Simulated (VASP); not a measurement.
# Si62B (a cell with a defect) in VASP: single point with PBE+D3(BJ)

Aim: the single point of Si62B (a cell with a defect) with PBE+D3(BJ).

Program: VASP 6.6.1. These are calculated values, not measurements. Logs are shortened: lines on timing, memory, paths and dates and some standing lists are left out, and cuts for length are marked.

## (1) The cell of the first run

The cell holds a defect, 63 atoms: a = 10.860 Å, b = 10.860 Å, c = 10.860 Å, α = 90.00°, β = 90.00°, γ = 90.00°.

## (2) Single point, PBE+D3(BJ), collinear spin

The input, INCAR:

```
SYSTEM = Si62B
  ALGO = Normal
  EDIFF = 1E-7
  ENCUT = 520
  GGA = PE
  ISIF = 2
  ISMEAR = 0
  ISPIN = 2
  IVDW = 12
  LASPH = .True.
  LCHARG = .False.
  LORBIT = 11
  LREAL = Auto
  LWAVE = .False.
  MAGMOM = 0 0 0 0 0 0 0 0 0 0 0 0 0 0 0 0 0 0 0 0 0 0 0 0 0 0 0 0 0 0 0 0 0 0 0 0 0 0 0 0 0 0 0 0 0 0 0 0 0 0 0 0 0 0 0 0 0 0 0 0 0 0 1
  NBANDS = 166
  NELECT = 253.0
  NELM = 150
  PREC = Accurate
  SIGMA = 0.02
```

The input, KPOINTS:

```
k-points
0
Gamma
  1 1 1
  0 0 0
```

The input, POSCAR:

```
Si62B
1.0
   10.8600000000      0.0000000000      0.0000000000
    0.0000000000     10.8600000000      0.0000000000
    0.0000000000      0.0000000000     10.8600000000
Si B
62 1
Direct
    0.4994759735      0.0005240265      0.0007766507
    0.6204882584      0.1266029389      0.1286680118
    0.7480428329      0.2496297464      0.0006809245
    0.8733596323      0.3754071465      0.1245928535
    0.7441927253      0.0002163416      0.2538211637
    0.8740227912      0.1252650060      0.3747349940
    0.0003872780      0.0000006467      0.0003872780
    0.1261011558      0.1250420171      0.1261011558
    0.2493331370      0.2506668630     -0.0007689396
    0.3749579829      0.3738988442      0.1261011558
    0.4999993533      0.4996127220      0.0003872780
    0.6232607885      0.6275712726      0.1272423295
    0.7491639002      0.7508360998      0.0009606640
    0.8724287274      0.8767392115      0.1272423295
    0.2566262538      0.0114537031      0.2566262538
    0.4885462969      0.2433737462      0.2566262538
    0.6204882584      0.3713319882      0.3733970611
    0.7480428329      0.4993190755      0.2503702536
    0.8742610054      0.6257389946      0.3749966727
    0.6148634985      0.1113369333      0.6148634985
    0.7441927253      0.2461788363      0.4997836584
    0.8724287274      0.3727576705      0.6232607885
    0.7478196710      0.0003335816      0.7478196710
    0.8742610054      0.1250033273      0.8742610054
   -0.0001283091      0.5001283091     -0.0001283091
    0.1245928535      0.6266403677      0.1245928535
    0.2503702536      0.7519571671      0.0006809245
    0.3733970611      0.8795117416      0.1286680118
   -0.0007689396      0.2506668630      0.2493331370
    0.1261011558      0.3738988442      0.3749579829
    0.2493331370      0.5007689396      0.2493331370
    0.3747349940      0.6259772088      0.3747349940
    0.4997836584      0.7558072747      0.2538211637
    0.6148634985      0.8851365015      0.3886630667
    0.0007766507      0.0005240265      0.4994759735
    0.1286680118      0.1266029389      0.6204882584
    0.2566262538      0.2433737462      0.4885462969
    0.3733970611      0.3713319882      0.6204882584
    0.4994759735      0.4992233493      0.4994759735
    0.6247316191      0.6255000392      0.6247316191
    0.7478196710      0.7521803290      0.4996664184
    0.8744999608      0.8752683809      0.6247316191
    0.2538211637      0.0002163416      0.7441927253
    0.3747349940      0.1252650060      0.8740227912
    0.4997836584      0.2461788363      0.7441927253
    0.6232607885      0.3727576705      0.8724287274
    0.7491639002      0.4990393360      0.7491639002
    0.8745885691      0.6254114309      0.8745885691
    0.0006809245      0.7519571671      0.2503702536
    0.1286680118      0.8795117416      0.3733970611
    0.0003872780      0.4996127220      0.4999993533
    0.1272423295      0.6275712726      0.6232607885
    0.2538211637      0.7558072747      0.4997836584
    0.3886630667      0.8851365015      0.6148634985
    0.0006809245      0.2496297464      0.7480428329
    0.1245928535      0.3754071465      0.8733596323
    0.2503702536      0.4993190755      0.7480428329
    0.3749966727      0.6257389946      0.8742610054
    0.4996664184      0.7521803290      0.7478196710
    0.6247316191      0.8752683809      0.8744999608
    0.0009606640      0.7508360998      0.7491639002
    0.1272423295      0.8767392115      0.8724287274
    0.5319230398     -0.0319230398      0.5319230398
```

Potentials or basis: VASP PAW PBE potentials, release 64 (Si, B).

The run is started by

```
cat potpaw_PBE.64/Si/POTCAR potpaw_PBE.64/B/POTCAR > POTCAR
mpirun -np 1 vasp_gam > vasp.out
```

OUTCAR:

```text
SYSTEM = Si62B
   EDIFF = 1E-7
   ENCUT = 520
   GGA = PE
   ISIF = 2
   ISMEAR = 0
   ISPIN = 2
   IVDW = 12
   LASPH = .True.
   LORBIT = 11
   LREAL = Auto
   NELECT = 253.0
   NELM = 150
   PREC = Accurate
 IVDW          = 12

 ion  position               nearest neighbor table
   1  0.499  0.001  0.001-   2 2.35  28 2.35  44 2.36  60 2.36
   2  0.620  0.127  0.129-   1 2.35   5 2.35  16 2.36   3 2.37
   3  0.748  0.250  0.001-   4 2.35  46 2.36  24 2.37   2 2.37
   4  0.873  0.375  0.125-   3 2.35  18 2.35  29 2.35  25 2.36
   5  0.744  0.000  0.254-   2 2.35   6 2.36  14 2.37  34 2.38
   6  0.874  0.125  0.375-   5 2.36  21 2.36  29 2.36  35 2.36
   7  0.000  0.000  0.000-   8 2.36  24 2.37  14 2.37  62 2.37
   8  0.126  0.125  0.126-  15 2.35   9 2.36  29 2.36   7 2.36
   9  0.249  0.251  0.999-  56 2.35  10 2.36   8 2.36  44 2.36
  10  0.375  0.374  0.126-  16 2.35   9 2.36  31 2.36  11 2.36
  11  0.500  0.500  0.000-  10 2.36  58 2.37  46 2.37  12 2.37
  12  0.623  0.628  0.127-  13 2.35  18 2.36  11 2.37  33 2.37
  13  0.749  0.751  0.001-  60 2.35  14 2.35  12 2.35  48 2.37
  14  0.872  0.877  0.127-  13 2.35  49 2.36   7 2.37   5 2.37
  15  0.257  0.011  0.257-   8 2.35  28 2.36  50 2.36
  16  0.489  0.243  0.257-  10 2.35   2 2.36  17 2.36
  17  0.620  0.371  0.373-  39 2.35  21 2.35  16 2.36  18 2.37
[... 43 lines left out ...]
  61  0.001  0.751  0.749-  42 2.35  52 2.35  62 2.35  48 2.37
  62  0.127  0.877  0.872-  61 2.35  27 2.36   7 2.37  43 2.37
  63  0.532  0.968  0.532-  20 2.01  34 2.01  54 2.01

  LATTYP: Found a simple cubic cell.
 ALAT       =    10.8600000000

  Lattice vectors:

 A1 = (  10.8600000000,   0.0000000000,   0.0000000000)
 A2 = (   0.0000000000,  10.8600000000,   0.0000000000)
 A3 = (   0.0000000000,   0.0000000000,  10.8600000000)

Analysis of symmetry for initial positions (statically):
=====================================================================
 Subroutine PRICEL returns:
 Original cell was already a primitive cell.

 Routine SETGRP: Setting up the symmetry group for a
 simple cubic supercell.

 Subroutine GETGRP returns: Found  6 space group operations
 (whereof  2 operations were pure point group operations)
 out of a pool of 48 trial point group operations.

The static configuration has the point symmetry C_1h.
 The point group associated with its full space group is C_3v.

Analysis of symmetry for dynamics (positions and initial velocities):
=====================================================================
 Subroutine PRICEL returns:
 Original cell was already a primitive cell.

 Routine SETGRP: Setting up the symmetry group for a
 simple cubic supercell.

 Subroutine GETGRP returns: Found  6 space group operations
 (whereof  2 operations were pure point group operations)
 out of a pool of 48 trial point group operations.

The dynamic configuration has the point symmetry C_1h.
 The point group associated with its full space group is C_3v.

Analysis of structural, dynamic, and magnetic symmetry:
=====================================================================
 Subroutine PRICEL returns:
 Original cell was already a primitive cell.

 Routine SETGRP: Setting up the symmetry group for a
 simple cubic supercell.

 Subroutine GETGRP returns: Found  6 space group operations
 (whereof  2 operations were pure point group operations)
 out of a pool of 48 trial point group operations.

The overall configuration has the point symmetry C_1h.
 The point group associated with its full space group is C_3v.

 Subroutine INISYM returns: Found  6 space group operations
 (whereof  2 operations are pure point group operations),
 and found     1 'primitive' translations

----------------------------------------------------------------------------------------

                                     Primitive cell

  volume of cell :    1280.8241

  direct lattice vectors                    reciprocal lattice vectors
    10.860000000  0.000000000  0.000000000     0.092081031  0.000000000  0.000000000
     0.000000000 10.860000000  0.000000000     0.000000000  0.092081031  0.000000000
[... 184 lines left out ...]
   LREAL  =      T    real-space projection
   EDIFFG = 0.1E-05   stopping-criterion for IOM
   NSW    =      0    number of steps for IOM
   IBRION =     -1    ionic relax: 0-MD 1-quasi-New 2-CG
   NFREE  =      0    steps in history (QN), initial steepest desc. (CG)
   ISIF   =      2    stress and relaxation
   ISYM   =      2    0-nonsym 1-usesym 2-fastsym
   POTIM  = 0.5000    time-step for ionic-motion
   TEBEG  =    0.0;   TEEND  =   0.0 temperature during run
   PSTRESS=    0.0 pullay stress
   NELECT =     253.0000    total number of electrons
   NUPDOWN=      -1.0000    fix difference up-down
   EMIN   =  10.00;   EMAX   =-10.00  energy-range for DOS
   EFERMI =   0.00;   METHOD = LEGACY
   ISMEAR =     0;   SIGMA  =   0.02  broadening in eV -4-tet -1-fermi 0-gaus
   EFERMI_NEDOS =   21; number of points for ismear=-14 and -15
   IALGO  =     38    algorithm
   IMIX   =      4    mixing-type and parameters
     AMIX     =   0.40;   BMIX     =  1.00
     AMIX_MAG =   1.60;   BMIX_MAG =  1.00
  volume/ion in A,a.u.               =      20.33       137.20
  Fermi-wavevector in a.u.,A,eV,Ry     =   0.953422  1.801706 12.367880  0.909014
  Thomas-Fermi vector in A             =   2.082076
   LORBIT       =     11    0 simple, 1 ext, 2 COOP (PROOUT), +10 PAW based schemes
   GGA     = PE    functional components
   LHFCALC =     F    Hartree Fock is set to
   AEXX    =    0.0000 exact exchange contribution
   IVDW    =    12    specifies the selected vdW correction
   LEPSILON=     F    determine dielectric tensor
   LRPA    =     F    only Hartree local field effects (RPA)
 spin polarized calculation
 Gauss-broadening in eV      SIGMA  =   0.02
  energy-cutoff  :      520.00
  volume of cell :     1280.82
 maximum number of plane-waves:     17229
 NGX is ok and might be reduce to    84
   NGX = 41   NGY = 41   NGZ = 41

 number of electron     252.9999988 magnetization       0.9999995

 Free energy of the ion-electron system (eV)
  ---------------------------------------------------
  ext. energy  EPLUGINS =         0.00000000
  ---------------------------------------------------
  free energy    TOTEN  =      -320.95712320 eV

  energy without entropy =     -320.95712319  energy(sigma->0) =     -320.95712320

 E-fermi :   6.2247     XC(G=0):  -9.3353

 val. band max:        6.1487983193   @ k =   0.0000   0.0000   0.0000
 cond. band min:       6.3006392902   @ k =   0.0000   0.0000   0.0000
 fundamental gap:      0.1518409709
 Fermi energy:         6.2247169535

 spin component 1

 k-point     1 :       0.0000    0.0000    0.0000
  band No.  band energies     occupation
      1      -6.2961      1.00000
      2      -5.2690      1.00000
      3      -5.2432      1.00000
      4      -5.2432      1.00000
      5      -5.2227      1.00000
      6      -5.2227      1.00000
[... 130 lines left out ...]
    137       6.8284      0.00000
    138       6.8921      0.00000
 Fermi energy:         6.2247169535

 spin component 2

 k-point     1 :       0.0000    0.0000    0.0000
  band No.  band energies     occupation
      1      -6.2904      1.00000
      2      -5.2838      1.00000
      3      -5.2326      1.00000
      4      -5.2326      1.00000
      5      -5.2127      1.00000
      6      -5.2127      1.00000
[... 130 lines left out ...]
    137       6.8362      0.00000
    138       6.9278      0.00000
 [bands above 138 left out]

------------------------ aborting loop because EDIFF is reached ----------------------------------------

 Edisp (eV)  -19.53840

 E6    (eV) :   -11.4537

 E8    (eV) :    -8.0847

  FORCE on cell =-STRESS in cart. coord.  units (eV):
  Direction    XX          YY          ZZ          XY          YZ          ZX
  --------------------------------------------------------------------------------------
  -------------------------------------------------------------------------------------
  Total       9.99578     9.99578     9.99578    -2.53772    -2.53772     2.53772
  in kB      12.50368    12.50368    12.50368    -3.17443    -3.17443     3.17443
  external pressure =       12.50 kB  Pullay stress =        0.00 kB

 VOLUME and BASIS-vectors are now :
 -----------------------------------------------------------------------------
  energy-cutoff  :      520.00
  volume of cell :     1280.82
      direct lattice vectors                 reciprocal lattice vectors
    10.860000000  0.000000000  0.000000000     0.092081031  0.000000000  0.000000000
     0.000000000 10.860000000  0.000000000     0.000000000  0.092081031  0.000000000
     0.000000000  0.000000000 10.860000000     0.000000000  0.000000000  0.092081031

 POSITION                                       TOTAL-FORCE (eV/Angst)
 -----------------------------------------------------------------------------------
      5.42431      0.00569      0.00843         0.006875     -0.006875      0.007681
      6.73850      1.37491      1.39733         0.009942     -0.016101     -0.012543
      8.12375      2.71098      0.00739         0.002004      0.007058     -0.006104
      9.48469      4.07692      1.35308        -0.002161     -0.003950      0.003950
      8.08193      0.00235      2.75650         0.001449      0.004644     -0.013033
      9.49189      1.36038      4.06962        -0.012453     -0.002202      0.002202
[... 55 lines left out ...]
      1.38185      9.52139      9.47458        -0.001366     -0.006479      0.006676
      5.77668     10.51332      5.77668        -0.000964      0.000964     -0.000964
 -----------------------------------------------------------------------------------
    total drift:                                0.001840     -0.001840      0.001840

  FREE ENERGIE OF THE ION-ELECTRON SYSTEM (eV)
  ---------------------------------------------------
  free  energy   TOTEN  =      -340.4955216843 eV

  energy  without entropy=     -340.4955216780  energy(sigma->0) =     -340.49552168

 total charge

# of ion       s       p       d       tot
------------------------------------------
    1        0.740   0.963   0.000   1.703
    2        0.742   0.949   0.000   1.691
    3        0.744   0.951   0.000   1.695
    4        0.739   0.964   0.000   1.703
    5        0.740   0.954   0.000   1.694
    6        0.744   0.961   0.000   1.706
[... 55 lines left out ...]
   62        0.741   0.954   0.000   1.694
   63        0.692   1.099   0.000   1.792
--------------------------------------------------
tot         46.849  59.998   0.000 106.848

 magnetization (x)

# of ion       s       p       d       tot
------------------------------------------
    1       -0.001  -0.002   0.000  -0.003
    2        0.000   0.016   0.000   0.016
    3        0.001   0.012   0.000   0.013
    4        0.000   0.002   0.000   0.002
    5        0.000  -0.003   0.000  -0.003
    6       -0.006  -0.001   0.000  -0.007
[... 55 lines left out ...]
   62       -0.002   0.002   0.000   0.000
   63       -0.009  -0.080   0.000  -0.090
--------------------------------------------------
tot          0.074   0.463   0.000   0.537
```

It took 23 min on 1 thread of AMD EPYC 7R13, shared host; peak memory 1.5 GiB.

What came out:

```
Free energy                                           : -340.4955 eV
Largest force                                         : 0.033 eV/Å
Net moment                                            : 1.00 μB per cell
Site moments                                          : Si -0.00, +0.02, +0.01, +0.00, -0.01, +0.15 (each value once); B -0.09 μB
Valence electrons inside the program's atomic spheres : Si 1.70, 1.69, 1.71, 1.66 (each value once); B 1.79
Dispersion energy per atom                            : -0.310 eV
```

Forces in eV/Å, atoms in the order of the input:
```
Si   0.007 -0.007  0.008
Si   0.010 -0.016 -0.013
Si   0.002  0.007 -0.006
Si  -0.002 -0.004  0.004
Si   0.001  0.005 -0.013
Si  -0.012 -0.002  0.002
Si   0.001  0.008  0.001
Si   0.000 -0.016  0.000
Si  -0.006  0.006 -0.006
Si   0.016  0.000  0.000
Si  -0.008 -0.001  0.001
Si   0.006 -0.007 -0.001
Si  -0.005  0.005  0.004
Si   0.007 -0.006 -0.001
Si   0.002  0.033  0.002
Si  -0.033 -0.002  0.002
Si   0.010  0.013  0.016
Si   0.002  0.006 -0.007
Si   0.005 -0.005  0.006
Si   0.008  0.004  0.008
Si   0.001  0.013 -0.005
Si   0.007  0.001  0.006
Si  -0.002  0.005 -0.002
Si   0.005 -0.006  0.005
Si  -0.008  0.008 -0.008
Si   0.004  0.002  0.004
Si  -0.007 -0.002 -0.006
Si   0.016 -0.010 -0.013
Si  -0.006  0.006 -0.006
Si   0.000  0.000  0.016
Si  -0.006  0.006 -0.006
Si   0.002  0.012  0.002
Si  -0.005 -0.001 -0.013
Si   0.008 -0.008 -0.004
Si   0.008 -0.007  0.007
Si  -0.013 -0.016  0.010
Si   0.002 -0.002 -0.033
Si   0.016  0.013  0.010
Si   0.007 -0.008  0.007
Si   0.000 -0.009  0.000
Si  -0.002  0.002 -0.005
Si   0.009  0.000  0.000
Si  -0.013  0.005  0.001
Si   0.002 -0.002 -0.012
Si  -0.005  0.013  0.001
Si   0.006  0.001  0.007
Si  -0.005 -0.004 -0.005
Si   0.007 -0.007  0.007
Si  -0.006 -0.002 -0.007
Si  -0.013 -0.010  0.016
Si   0.001 -0.001 -0.008
Si  -0.001 -0.007  0.006
Si  -0.013 -0.001 -0.005
Si  -0.004 -0.008  0.008
Si  -0.006  0.007  0.002
Si   0.004 -0.004 -0.002
Si  -0.007  0.006  0.002
Si   0.006 -0.005  0.005
Si  -0.005  0.002 -0.002
Si   0.000  0.000  0.009
Si   0.004  0.005 -0.005
Si  -0.001 -0.006  0.007
B   -0.001  0.001 -0.001
```

Caveat: the k points lie up to 0.58 Å⁻¹ apart; the cell carries a net charge on a neutralising background, which shifts energy and pressure; the cell is charged against a uniform background, so pressure and absolute levels hang on convention.
